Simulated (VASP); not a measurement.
# PbSe (Fm-3m) in VASP: a series of runs, part 2 of 2

VASP 6.6.1. Earlier steps stand in the parts before.

## (3) Relaxation of cell and atoms, r2SCAN, target pressure 7 GPa, at which the enthalpy is minimised

File POSCAR:

```
PbSe
1.0
    0.0000000000      3.0896732418      3.0896732418
    3.0896732418      0.0000000000      3.0896732418
    3.0896732418      3.0896732418      0.0000000000
Pb Se
1 1
Direct
    0.0000000000      0.0000000000      0.0000000000
    0.5000000000      0.5000000000      0.5000000000
```

File INCAR.step1:

```
SYSTEM = PbSe
PREC = Accurate ; ENCUT = 600
ISMEAR = 0 ; SIGMA = 0.01
LREAL = .FALSE. ; LASPH = .TRUE.
NELM = 80 ; GGA = PE
ALGO = Normal ; EDIFF = 1E-4
LWAVE = .TRUE. ; LCHARG = .FALSE.
```

File INCAR.step2:

```
SYSTEM = PbSe
PREC = Accurate ; ENCUT = 600
EDIFF = 1E-6 ; ISMEAR = 0
SIGMA = 0.01 ; LREAL = .FALSE.
LASPH = .TRUE. ; NELM = 80
ALGO = Normal ; ISIF = 3
LWAVE = .FALSE. ; LCHARG = .FALSE.
METAGGA = R2SCAN ; LMIXTAU = .TRUE.
IBRION = 2 ; NSW = 100
EDIFFG = -0.002 ; PSTRESS = 70.0
ISTART = 1
```

File KPOINTS:

```
Automatic mesh
0
G
  6 6 6
  0 0 0
```

Potentials or basis: VASP PAW PBE potentials, release 64 (Pb_d, Se).

Command:

```bash
$ cat potpaw_PBE.64/Pb_d/POTCAR potpaw_PBE.64/Se/POTCAR > POTCAR
$ cp INCAR.step1 INCAR
$ mpirun -np 1 vasp_std > vasp.out
$ cp INCAR.step2 INCAR
$ mpirun -np 1 vasp_std > vasp.out
```

OUTCAR:

```text
SYSTEM = PbSe
   PREC = Accurate
   ENCUT = 600
   EDIFF = 1E-6
   ISMEAR = 0
   LREAL = .FALSE.
   LASPH = .TRUE.
   NELM = 80
   ISIF = 3
   METAGGA = R2SCAN
   IBRION = 2
   NSW = 100
   EDIFFG = -0.002
   PSTRESS = 70.0
   ISTART = 1

 ion  position               nearest neighbor table
   1  0.000  0.000  0.000-   2 3.09   2 3.09   2 3.09   2 3.09   2 3.09   2 3.09
   2  0.500  0.500  0.500-   1 3.09   1 3.09   1 3.09   1 3.09   1 3.09   1 3.09

  LATTYP: Found a face centered cubic cell.
 ALAT       =     6.1793464836

  Lattice vectors:

 A1 = (   0.0000000000,   3.0896732418,   3.0896732418)
 A2 = (   3.0896732418,   0.0000000000,   3.0896732418)
 A3 = (   3.0896732418,   3.0896732418,   0.0000000000)

Analysis of symmetry for initial positions (statically):
=====================================================================
 Subroutine PRICEL returns:
 Original cell was already a primitive cell.

 Routine SETGRP: Setting up the symmetry group for a
[... 178 lines left out ...]
      8       2.6714      2.00000
      9       2.6714      2.00000
     10       2.6714      2.00000
     11       9.5406      0.00000
     12       9.5406      0.00000
     13       9.5406      0.00000
     14      11.5857      0.00000
[... 442 lines left out ...]
--------------------------------------- Ionic step        6  -------------------------------------------

 number of electron      20.0000002 magnetization

 Free energy of the ion-electron system (eV)
  ---------------------------------------------------
  ext. energy  EPLUGINS =         0.00000000
  ---------------------------------------------------
  free energy    TOTEN  =       -71.82289524 eV

  energy without entropy =      -71.82289524  energy(sigma->0) =      -71.82289524

 E-fermi :   6.1312     XC(G=0): -10.4708

 val. band max:        6.0685299039   @ k =   0.5000   0.0000   0.0000
 cond. band min:       6.3387399108   @ k =   0.5000   0.0000   0.0000
 fundamental gap:      0.2702100069
 Fermi energy:         6.1311766406

 k-point     1 :       0.0000    0.0000    0.0000
  band No.  band energies     occupation
      1     -11.6636      2.00000
      2     -11.6636      2.00000
      3     -11.6609      2.00000
      4     -11.6609      2.00000
      5     -11.6609      2.00000
      6      -8.9396      2.00000
      7      -0.2362      2.00000
      8       3.5258      2.00000
      9       3.5258      2.00000
     10       3.5258      2.00000
     11      11.1800      0.00000
     12      11.1800      0.00000
     13      11.1801      0.00000
     14      12.7283      0.00000
[... 286 lines left out ...]
  energy  without entropy=      -71.8228952370  energy(sigma->0) =      -71.82289524

  enthalpy is  TOTEN    =       -69.5092244107 eV   P V=        2.3136708263

 reached required accuracy - stopping structural energy minimisation
```

OUTCAR.step1:

```text
SYSTEM = PbSe
   PREC = Accurate
   ENCUT = 600
   ISMEAR = 0
   LREAL = .FALSE.
   LASPH = .TRUE.
[... 482 lines left out ...]
      0.00000      0.00000      0.00000         0.000000     -0.000000      0.000000
      3.08967      3.08967      3.08967        -0.000000      0.000000     -0.000000
 -----------------------------------------------------------------------------------
    total drift:                               -0.000000      0.000000      0.000000

  FREE ENERGIE OF THE ION-ELECTRON SYSTEM (eV)
  ---------------------------------------------------
  free  energy   TOTEN  =        -8.1981169809 eV

  energy  without entropy=       -8.1981169809  energy(sigma->0) =       -8.19811698
```

It took 4.2 min on 1 thread of AMD EPYC 9R45 (Zen 5), shared host; peak memory 0.2 GiB.

What came out:

| Quantity | Value |
| --- | --- |
| Free energy | -71.8229 eV |
| Relaxed volume | 26.48 Å³/atom |
| Relaxed cell | a = 4.215 Å, b = 4.215 Å, c = 4.215 Å, α = 60.00°, β = 60.00°, γ = 60.00° |
| Space group after relaxing (to 0.1 Å) | Fm-3m (No. 225) |
| Energy change on relaxing (the run minimises the enthalpy) | +59.5 meV/atom |
| Ionic steps | 6 |
| Pressure after relaxing | 7.0 GPa |
| Band gap on the k mesh | 0.27 eV |

Step by step:
```tsv
step	energy change (eV)	largest force (eV/Å)	pressure (GPa)	volume (Å³)
1	0.0000	0.0000	-0.03	58.99
2	0.4070	0.0000	14.60	48.61
3	0.1170	0.0000	6.94	53.00
4	0.1221	0.0000	7.12	52.89
5	0.1162	0.0000	6.92	53.02
6	0.1190	0.0000	7.01	52.96
```

Final structure:
```cif
data_structure
_symmetry_space_group_name_H-M 'P 1'
_symmetry_Int_Tables_number 1
_cell_length_a 4.2151
_cell_length_b 4.2151
_cell_length_c 4.2151
_cell_angle_alpha 60.000
_cell_angle_beta 60.000
_cell_angle_gamma 60.000
_cell_volume 52.96
loop_
_atom_site_label
_atom_site_type_symbol
_atom_site_fract_x
_atom_site_fract_y
_atom_site_fract_z
_atom_site_occupancy
Pb1 Pb 0.00000 0.00000 0.00000 1
Se1 Se 0.50000 0.50000 0.50000 1
```

Levels at points of the mesh, in eV from the valence-band top:
```csv
k point,band 7,band 8,band 9,band 10,band 11,band 12,band 13,band 14
"(0.00, 0.00, 0.00)",-6.30,-2.54,-2.54,-2.54,5.11,5.11,5.11,6.66
"(0.50, 0.00, 0.00)",-9.70,-2.05,-2.05,0.00,0.27,1.61,1.61,9.10
"(0.50, 0.50, 0.00)",-7.81,-5.99,-4.05,-4.05,3.56,6.21,6.21,6.74
```

Caveat: the cell is relaxed towards a set pressure, so the run minimises the enthalpy, not the energy; the PAW data sets were made with another functional, which shifts forces and pressure a little; spin-orbit coupling is left out, which moves the levels of the heavy elements. A k mesh can miss the band edges.

## (4) Relaxation of cell and atoms, r2SCAN, target pressure 10 GPa, at which the enthalpy is minimised

POSCAR is that of step 3.

File INCAR.step1:

```
ALGO = Normal
EDIFF = 1E-4
ENCUT = 600
GGA = PE
ISMEAR = 0
LASPH = T
LCHARG = F
LREAL = F
LWAVE = T
NELM = 100
PREC = Accurate
SIGMA = 0.01
```

File INCAR.step2:

```
ALGO = Normal
EDIFF = 1E-6
EDIFFG = -0.002
ENCUT = 600
IBRION = 2
ISIF = 3
ISMEAR = 0
ISTART = 1
LASPH = T
LCHARG = F
LMIXTAU = T
LREAL = F
LWAVE = F
METAGGA = R2SCAN
NELM = 100
NSW = 100
PREC = Accurate
PSTRESS = 100.0
SIGMA = 0.01
```

File KPOINTS:

```
k-points
0
Gamma
  6 6 6
```

Command:

```bash
$ cat potpaw_PBE.64/Pb_d/POTCAR potpaw_PBE.64/Se/POTCAR > POTCAR
$ cp INCAR.step1 INCAR
$ mpirun -np 1 vasp_std > vasp.out
$ cp INCAR.step2 INCAR
$ mpirun -np 1 vasp_std > vasp.out
```

Wall time 4.6 min (1 thread of AMD EPYC 9R45 (Zen 5), shared host); peak memory 0.2 GiB.

It converged, with:

```yaml
Free_energy: -71.7274 eV
Relaxed_volume: 25.57 Å³/atom
Relaxed_cell: a = 4.167 Å, b = 4.167 Å, c = 4.167 Å, α = 60.00°, β = 60.00°, γ = 60.00°
Space_group_after_relaxing_to_0.1_Å: Fm-3m (No. 225)
Energy_change_on_relaxing_the_run_minimises_the_enthalpy: +107.2 meV/atom
Ionic_steps: 6
Pressure_after_relaxing: 10.0 GPa
Band_gap_on_the_k_mesh: 0.11 eV
```

The path:
```
step  energy change (eV)  largest force (eV/Å)  pressure (GPa)  volume (Å³)
   1              0.0000                0.0000           -0.03        58.99
   2              0.9032                0.0000           25.72        44.58
   3              0.2120                0.0000            9.95        51.19
   4              0.2213                0.0000           10.20        51.04
   5              0.2079                0.0000            9.82        51.25
   6              0.2145                0.0000           10.01        51.15
```

Final structure:
```xyz
2
Lattice="0.0000 2.9462 2.9462 2.9462 0.0000 2.9462 2.9462 2.9462 0.0000" Properties=species:S:1:pos:R:3 pbc="T T T"
Pb    2.9462    0.0000    2.9462
Se    2.9462    2.9462    2.9462
```

Levels at points of the mesh, in eV from the valence-band top:
```csv
k point,band 7,band 8,band 9,band 10,band 11,band 12,band 13,band 14
"(0.00, 0.00, 0.00)",-6.29,-2.79,-2.79,-2.79,5.13,5.13,5.13,6.51
"(0.50, 0.00, 0.00)",-10.01,-2.26,-2.26,0.00,0.11,1.45,1.45,9.09
"(0.50, 0.50, 0.00)",-7.95,-6.38,-4.37,-4.37,3.34,6.30,6.30,6.85
```

Caveat: the cell is relaxed towards a set pressure, so the run minimises the enthalpy, not the energy; the PAW data sets were made with another functional, which shifts forces and pressure a little; spin-orbit coupling is left out, which moves the levels of the heavy elements. A k mesh can miss the band edges.

## (5) Relaxation of cell and atoms, r2SCAN, target pressure 15 GPa, at which the enthalpy is minimised

POSCAR is that of step 4.

File INCAR.step1:

```
ALGO = Normal ; EDIFF = 1E-4
ENCUT = 600 ; GGA = PE
ISMEAR = 0 ; LASPH = True
LCHARG = False ; LREAL = False
LWAVE = True ; NELM = 80
PREC = Accurate ; SIGMA = 0.01
```

File INCAR.step2:

```
ALGO = Normal ; EDIFF = 1E-6
EDIFFG = -0.002 ; ENCUT = 600
IBRION = 2 ; ISIF = 3
ISMEAR = 0 ; ISTART = 1
LASPH = True ; LCHARG = False
LMIXTAU = True ; LREAL = False
LWAVE = False ; METAGGA = R2SCAN
NELM = 80 ; NSW = 100
PREC = Accurate ; PSTRESS = 150.0
SIGMA = 0.01
```

KPOINTS is that of step 4.

Command:

```bash
$ cat potpaw_PBE.64/Pb_d/POTCAR potpaw_PBE.64/Se/POTCAR > POTCAR
$ cp INCAR.step1 INCAR
$ mpirun -np 1 vasp_std > vasp.out
$ cp INCAR.step2 INCAR
$ mpirun -np 1 vasp_std > vasp.out
```

Run time: 5.1 min. Hardware: 1 thread of AMD EPYC 9R45 (Zen 5), shared host; peak memory 0.21 GiB.

The run converged. Its results:

| Property | Result |
| --- | --- |
| Free energy | -71.5161 eV |
| Relaxed volume | 24.20 Å³/atom |
| Relaxed cell | a = 4.091 Å, b = 4.091 Å, c = 4.091 Å, α = 60.00°, β = 60.00°, γ = 60.00° |
| Space group after relaxing (to 0.1 Å) | Fm-3m (No. 225) |
| Energy change on relaxing (the run minimises the enthalpy) | +212.9 meV/atom |
| Ionic steps | 7 |
| Pressure after relaxing | 15.0 GPa |
| Band gap on the k mesh | 0.16 eV |

Step by step:
```tsv
step	energy change (eV)	largest force (eV/Å)	pressure (GPa)	volume (Å³)
1	0.0000	0.0000	-0.03	58.99
2	2.4098	0.0000	55.44	38.38
3	0.3728	0.0000	13.67	49.00
4	0.4137	0.0000	14.70	48.54
5	0.4319	0.0000	15.15	48.34
6	0.4190	0.0000	14.83	48.48
7	0.4259	0.0000	14.99	48.41
```

Final structure:
```yaml
crystal:
  lattice:
    - [0.00000, 2.89260, 2.89260]
    - [2.89260, 0.00000, 2.89260]
    - [2.89260, 2.89260, 0.00000]
  atoms:
    - { symbol: Pb, position: [0.00000, 0.00000, 0.00000] }
    - { symbol: Se, position: [0.50000, 0.50000, 0.50000] }
```

Levels at points of the mesh, in eV from the valence-band top:
| k point | band 7 | band 8 | band 9 | band 10 | band 11 | band 12 | band 13 | band 14 |
| --- | --- | --- | --- | --- | --- | --- | --- | --- |
| (0.00, 0.00, 0.00) | -6.11 | -3.05 | -3.05 | -3.05 | 5.30 | 5.30 | 5.30 | 6.42 |
| (0.50, 0.00, 0.00) | -10.39 | -2.45 | -2.45 | 0.00 | 0.16 | 1.33 | 1.33 | 9.23 |
| (0.50, 0.50, 0.00) | -8.03 | -6.88 | -4.74 | -4.74 | 3.13 | 6.59 | 6.59 | 7.16 |

Caveat: the cell is relaxed towards a set pressure, so the run minimises the enthalpy, not the energy; the volume moved by over 15 % at a fixed basis, so the end points are rough; the PAW data sets were made with another functional, which shifts forces and pressure a little; spin-orbit coupling is left out, which moves the levels of the heavy elements. A k mesh can miss the band edges.

## (6) The runs side by side

| cell | gap on the mesh (eV) | pressure (GPa) |
| --- | --- | --- |
| relaxed to 4 GPa | 0.44 | 4.0 |
| relaxed to 7 GPa | 0.27 | 7.0 |
| relaxed to 10 GPa | 0.11 | 10.0 |
| relaxed to 15 GPa | 0.16 | 15.0 |

Alike in all rows: task relaxation of cell and atoms; level r2SCAN; potentials or basis VASP PAW PBE potentials, release 64 (Pb_d, Se); no spin polarisation; k mesh 6 × 6 × 6; cutoff (eV) 600; smearing gaussian 0.01 eV.

Caveats: the cell is relaxed towards a set pressure, so the run minimises the enthalpy, not the energy; the PAW data sets were made with another functional, which shifts forces and pressure a little; spin-orbit coupling is left out, which moves the levels of the heavy elements; the volume moved by over 15 % at a fixed basis, so the end points are rough (at least some runs).

Total energies depend on the potentials used, so only differences within one code and one set of settings carry meaning.
